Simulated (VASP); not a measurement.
# Al2O3 (R-3c) in VASP: notebook

Al2O3 is run at these levels: PBE; tasks: single point.

Program: VASP 6.6.1. These are calculated values, not measurements. Logs are shortened: lines on timing, memory, paths and dates and some standing lists are left out, and cuts for length are marked.

## (1) The cell of the first run

Symmetry: R-3c, No. 167, trigonal system. The conventional cell has a = 4.806 Å, b = 4.806 Å, c = 12.433 Å, α = 90.00°, β = 90.00°, γ = 120.00°. Within 2.6 Å of Al (site symmetry 3) lie 6 O at 1.85 to 1.94 Å and 1 Al at 2.54 Å. O (site symmetry 2) has 4 Al at 1.85 to 1.94 Å and 8 O at 2.55 to 2.66 Å within 2.7 Å.

## (2) Single point, PBE (8.29 Å³/atom)

The input, INCAR:

```
SYSTEM = Al2O3
  PREC = Accurate
  ENCUT = 520
  EDIFF = 1E-7
  ISMEAR = 0
  SIGMA = 0.05
  LREAL = .False.
  LASPH = .True.
  NELM = 100
  ALGO = Normal
  ISIF = 2
  LWAVE = .False.
  LCHARG = .True.
  GGA = PE
  LELF = .True.
  LVHAR = .True.
  NBANDS = 35
```

The input, KPOINTS:

```
Automatic mesh
0
Gamma
  6 6 6
  0 0 0
```

The input, POSCAR:

```
Al2O3
1.0
    2.4030262148      1.3873878320      4.1442590101
   -2.4030262148      1.3873878320      4.1442590101
    0.0000000000     -2.7747756640      4.1442590101
Al O
4 6
Direct
    0.8521293568      0.8521293568      0.8521293568
    0.6478706432      0.6478706432      0.6478706432
    0.1478706432      0.1478706432      0.1478706432
    0.3521293568      0.3521293568      0.3521293568
    0.0561574040      0.4438425960      0.7500000000
    0.7500000000      0.0561574040      0.4438425960
    0.4438425960      0.7500000000      0.0561574040
    0.9438425960      0.5561574040      0.2500000000
    0.2500000000      0.9438425960      0.5561574040
    0.5561574040      0.2500000000      0.9438425960
```

Potentials or basis: VASP PAW PBE potentials, release 64 (Al, O).

Launch:

```console
> cat potpaw_PBE.64/Al/POTCAR potpaw_PBE.64/O/POTCAR > POTCAR
> mpirun -np 1 vasp_std > vasp.out
```

OUTCAR:

```text
SYSTEM = Al2O3
   PREC = Accurate
   ENCUT = 520
   EDIFF = 1E-7
   ISMEAR = 0
   LREAL = .False.
   LASPH = .True.
   NELM = 100
   ISIF = 2
   GGA = PE

 ion  position               nearest neighbor table
   1  0.852  0.852  0.852-  10 1.85   8 1.85   9 1.85   5 1.94   7 1.94   6 1.94   2 2.54   3 2.81
                             3 2.81   3 2.81   2 3.21   2 3.21   2 3.21
   2  0.648  0.648  0.648-   9 1.85   8 1.85  10 1.85   5 1.94   7 1.94   6 1.94   1 2.54   4 2.81
                             4 2.81   4 2.81   1 3.21   1 3.21   1 3.21
   3  0.148  0.148  0.148-   7 1.85   5 1.85   6 1.85   8 1.94   9 1.94  10 1.94   4 2.54   1 2.81
                             1 2.81   1 2.81   4 3.21   4 3.21   4 3.21
   4  0.352  0.352  0.352-   6 1.85   5 1.85   7 1.85   8 1.94   9 1.94  10 1.94   3 2.54   2 2.81
                             2 2.81   2 2.81   3 3.21   3 3.21   3 3.21
   5  0.056  0.444  0.750-   3 1.85   4 1.85   1 1.94   2 1.94
   6  0.750  0.056  0.444-   4 1.85   3 1.85   1 1.94   2 1.94
   7  0.444  0.750  0.056-   3 1.85   4 1.85   1 1.94   2 1.94
   8  0.944  0.556  0.250-   1 1.85   2 1.85   3 1.94   4 1.94
   9  0.250  0.944  0.556-   2 1.85   1 1.85   3 1.94   4 1.94
  10  0.556  0.250  0.944-   1 1.85   2 1.85   3 1.94   4 1.94

  LATTYP: Found a trigonal (rhomboedric) cell.
 ALAT       =     4.9874104231
 COS(alpha) =     0.5357020184

  Lattice vectors:

 A1 = (   2.4030262148,   1.3873878320,   4.1442590101)
 A2 = (  -2.4030262148,   1.3873878320,   4.1442590101)
 A3 = (   0.0000000000,  -2.7747756640,   4.1442590101)

Analysis of symmetry for initial positions (statically):
=====================================================================
 Subroutine PRICEL returns:
 Original cell was already a primitive cell.

 Routine SETGRP: Setting up the symmetry group for a
 trigonal (rhombohedral) supercell.

 Subroutine GETGRP returns: Found 12 space group operations
 (whereof  6 operations were pure point group operations)
 out of a pool of 12 trial point group operations.

The static configuration has the point symmetry S_6 .
 The point group associated with its full space group is D_3d.

Analysis of symmetry for dynamics (positions and initial velocities):
=====================================================================
 Subroutine PRICEL returns:
 Original cell was already a primitive cell.

 Routine SETGRP: Setting up the symmetry group for a
 trigonal (rhombohedral) supercell.

 Subroutine GETGRP returns: Found 12 space group operations
 (whereof  6 operations were pure point group operations)
 out of a pool of 12 trial point group operations.

The dynamic configuration has the point symmetry S_6 .
 The point group associated with its full space group is D_3d.

 Subroutine INISYM returns: Found 12 space group operations
 (whereof  6 operations are pure point group operations),
 and found     1 'primitive' translations

----------------------------------------------------------------------------------------

                                     Primitive cell

  volume of cell :      82.9000

  direct lattice vectors                    reciprocal lattice vectors
     2.403026215  1.387387832  4.144259010     0.208070972  0.120129832  0.080432553
    -2.403026215  1.387387832  4.144259010    -0.208070972  0.120129832  0.080432553
     0.000000000 -2.774775664  4.144259010     0.000000000 -0.240259663  0.080432553

  length of vectors
     4.987410423  4.987410423  4.987410423     0.253365549  0.253365549  0.253365549

  position of ions in fractional coordinates (direct lattice)
     0.852129357  0.852129357  0.852129357
     0.647870643  0.647870643  0.647870643
     0.147870643  0.147870643  0.147870643
     0.352129357  0.352129357  0.352129357
     0.056157404  0.443842596  0.750000000
     0.750000000  0.056157404  0.443842596
     0.443842596  0.750000000  0.056157404
     0.943842596  0.556157404  0.250000000
     0.250000000  0.943842596  0.556157404
     0.556157404  0.250000000  0.943842596

  ion indices of the primitive-cell ions
   primitive index   ion index
                 1           1
                 2           2
                 3           3
                 4           4
                 5           5
                 6           6
                 7           7
                 8           8
                 9           9
                10          10

----------------------------------------------------------------------------------------

 KPOINTS: Automatic mesh

Automatic generation of k-mesh.
 Grid dimensions read from file:
 generate k-points for:    6    6    6

 Generating k-lattice:

  Cartesian coordinates                     Fractional coordinates (reciprocal lattice)
     0.034678495  0.020021639  0.013405426     0.166666667  0.000000000  0.000000000
    -0.034678495  0.020021639  0.013405426     0.000000000  0.166666667  0.000000000
     0.000000000 -0.040043277  0.013405426     0.000000000  0.000000000  0.166666667

  Length of vectors
     0.042227591  0.042227591  0.042227591

  Shift w.r.t. Gamma in fractional coordinates (k-lattice)
     0.000000000  0.000000000  0.000000000

 Subroutine IBZKPT returns following result:
 ===========================================

 Found     32 irreducible k-points:

 Following reciprocal coordinates:
            Coordinates               Weight
  0.000000  0.000000  0.000000      1.000000
  0.166667 -0.000000  0.000000      6.000000
  0.333333 -0.000000 -0.000000      6.000000
  0.500000 -0.000000  0.000000      3.000000
  0.166667  0.166667  0.000000      6.000000
  0.333333  0.166667  0.000000     12.000000
[... 16 lines left out ...]
  0.500000  0.500000  0.166667      6.000000
 -0.333333  0.500000  0.166667     12.000000
 [... further k-points ...]
   k-points           NKPTS =     32   k-points in BZ     NKDIM =     32   number of bands    NBANDS=     35
   number of dos      NEDOS =    301   number of ions     NIONS =     10
   total plane-waves  NPLWV =  64000
   dimension x,y,z NGX =    40 NGY =   40 NGZ =   40
   dimension x,y,z NGXF=    80 NGYF=   80 NGZF=   80
   ions per type =               4   6
   NGX,Y,Z   is equivalent  to a cutoff of  13.33, 13.33, 13.33 a.u.
   NGXF,Y,Z  is equivalent  to a cutoff of  26.67, 26.67, 26.67 a.u.
 SYSTEM =  Al2O3
   PREC   = accura    normal or accurate (medium, high low for compatibility)
   ISTART =      0    job   : 0-new  1-cont  2-samecut
   ICHARG =      2    charge: 1-file 2-atom 10-const
   ISPIN  =      1    spin polarized calculation?
   LNONCOLLINEAR =      F non collinear calculations
   LSORBIT =      F    spin-orbit coupling
   LASPH  =      T    aspherical Exc in radial PAW
   ENCUT  =  520.0 eV  38.22 Ry    6.18 a.u.   9.27  9.27  9.27*2*pi/ulx,y,z
   NELM   =    100;   NELMIN=  2; NELMDL= -5     # of ELM steps
   EDIFF  = 0.1E-06   stopping-criterion for ELM
   LREAL  =      F    real-space projection
   EDIFFG = 0.1E-05   stopping-criterion for IOM
   NSW    =      0    number of steps for IOM
   IBRION =     -1    ionic relax: 0-MD 1-quasi-New 2-CG
   NFREE  =      0    steps in history (QN), initial steepest desc. (CG)
   ISIF   =      2    stress and relaxation
   ISYM   =      2    0-nonsym 1-usesym 2-fastsym
   POTIM  = 0.5000    time-step for ionic-motion
   TEBEG  =    0.0;   TEEND  =   0.0 temperature during run
   PSTRESS=    0.0 pullay stress
   NELECT =      48.0000    total number of electrons
   NUPDOWN=      -1.0000    fix difference up-down
   EMIN   =  10.00;   EMAX   =-10.00  energy-range for DOS
   EFERMI =   0.00;   METHOD = LEGACY
   ISMEAR =     0;   SIGMA  =   0.05  broadening in eV -4-tet -1-fermi 0-gaus
   EFERMI_NEDOS =   21; number of points for ismear=-14 and -15
   IALGO  =     38    algorithm
   IMIX   =      4    mixing-type and parameters
     AMIX     =   0.40;   BMIX     =  1.00
     AMIX_MAG =   1.60;   BMIX_MAG =  1.00
  volume/ion in A,a.u.               =       8.29        55.94
  Fermi-wavevector in a.u.,A,eV,Ry     =   1.364490  2.578512 25.331780  1.861833
  Thomas-Fermi vector in A             =   2.490801
   LORBIT       =      0    0 simple, 1 ext, 2 COOP (PROOUT), +10 PAW based schemes
   GGA     = PE    functional components
   LHFCALC =     F    Hartree Fock is set to
   AEXX    =    0.0000 exact exchange contribution
   IVDW    =     0    specifies the selected vdW correction
   LEPSILON=     F    determine dielectric tensor
   LRPA    =     F    only Hartree local field effects (RPA)
 non-spin polarized calculation
 Gauss-broadening in eV      SIGMA  =   0.05
  energy-cutoff  :      520.00
  volume of cell :       82.90
 maximum number of plane-waves:      2248
 NGX is ok and might be reduce to    40
   NGX = 19   NGY = 19   NGZ = 19

 number of electron      48.0000004 magnetization

 Free energy of the ion-electron system (eV)
  ---------------------------------------------------
  ext. energy  EPLUGINS =         0.00000000
  ---------------------------------------------------
  free energy    TOTEN  =       -74.42083428 eV

  energy without entropy =      -74.42083428  energy(sigma->0) =      -74.42083428

 E-fermi :   7.0787     XC(G=0): -11.8164

 val. band max:        6.7676916561   @ k =   0.0000   0.0000   0.0000
 cond. band min:      12.8276914303   @ k =   0.0000   0.0000   0.0000
 fundamental gap:      6.0599997741
 Fermi energy:         7.0786632261

 k-point     1 :       0.0000    0.0000    0.0000
  band No.  band energies     occupation
      1     -12.9897      2.00000
      2     -10.3226      2.00000
      3     -10.3226      2.00000
      4     -10.3176      2.00000
      5      -9.9519      2.00000
      6      -9.9519      2.00000
[... 27 lines left out ...]
     34      19.9522      0.00000
     35      21.4041      0.00000
[... 843 lines left out ...]
      5     -10.0768      2.00000
      6      -9.8734      2.00000
[... 27 lines left out ...]
     34      20.0732      0.00000
     35      20.1905      0.00000

 [... further k-points ...]

------------------------ aborting loop because EDIFF is reached ----------------------------------------

  FORCE on cell =-STRESS in cart. coord.  units (eV):
  Direction    XX          YY          ZZ          XY          YZ          ZX
  --------------------------------------------------------------------------------------
  -------------------------------------------------------------------------------------
  Total        3.3799902      3.3799902     14.3748018      0.0000000     -0.0000000      0.0000000
  in kB       65.3238080     65.3238080    277.8164243      0.0000000     -0.0000000      0.0000000
  external PRESSURE =     136.1546801 kB  Pullay stress =       0.0000000 kB

 VOLUME and BASIS-vectors are now :
 -----------------------------------------------------------------------------
  energy-cutoff  :      520.00
  volume of cell :       82.90
      direct lattice vectors                 reciprocal lattice vectors
     2.403026215  1.387387832  4.144259010     0.208070972  0.120129832  0.080432553
    -2.403026215  1.387387832  4.144259010    -0.208070972  0.120129832  0.080432553
     0.000000000 -2.774775664  4.144259010     0.000000000 -0.240259663  0.080432553

 POSITION                                       TOTAL-FORCE (eV/Angst)
 -----------------------------------------------------------------------------------
      0.00000      0.00000     10.59433        -0.000000      0.000000      0.471475
      0.00000      0.00000      8.05483        -0.000000      0.000000     -0.471475
      0.00000      0.00000      1.83844        -0.000000     -0.000000     -0.471475
      0.00000      0.00000      4.37795        -0.000000      0.000000      0.471475
     -0.93162     -1.38739      5.18032        -0.024666      0.000000      0.000000
      1.66732     -0.11311      5.18032         0.012333     -0.021361      0.000000
     -0.73570      1.50050      5.18032         0.012333      0.021361      0.000000
      0.93162      1.38739      7.25245         0.024666      0.000000      0.000000
     -1.66732      0.11311      7.25245        -0.012333      0.021361      0.000000
      0.73570     -1.50050      7.25245        -0.012333     -0.021361      0.000000
 -----------------------------------------------------------------------------------
    total drift:                                0.000000      0.000000     -0.000000

  FREE ENERGIE OF THE ION-ELECTRON SYSTEM (eV)
  ---------------------------------------------------
  free  energy   TOTEN  =       -74.4208342789 eV

  energy  without entropy=      -74.4208342789  energy(sigma->0) =      -74.42083428
```

Run time: 3.3 min. Hardware: 1 thread of Intel Xeon 8259CL, shared host; peak memory 0.26 GiB.

What came out:

```
Free energy            : -74.4208 eV
Pressure               : 13.6 GPa
Largest force          : 0.471 eV/Å
Band gap on the k mesh : 6.06 eV
```

Forces in eV/Å, atoms in the order of the input:
```
Al   0.000  0.000  0.471
Al   0.000  0.000 -0.471
Al   0.000  0.000 -0.471
Al   0.000  0.000  0.471
O   -0.025  0.000  0.000
O    0.012 -0.021  0.000
O    0.012  0.021  0.000
O    0.025  0.000  0.000
O   -0.012  0.021  0.000
O   -0.012 -0.021  0.000
```

Stress tensor (GPa, compression positive):
```
 6.53  0.00  0.00
 0.00  6.53  0.00
 0.00  0.00 27.78
```

Caveat: the cell stands under pressure.

[end of part 1 of 3]
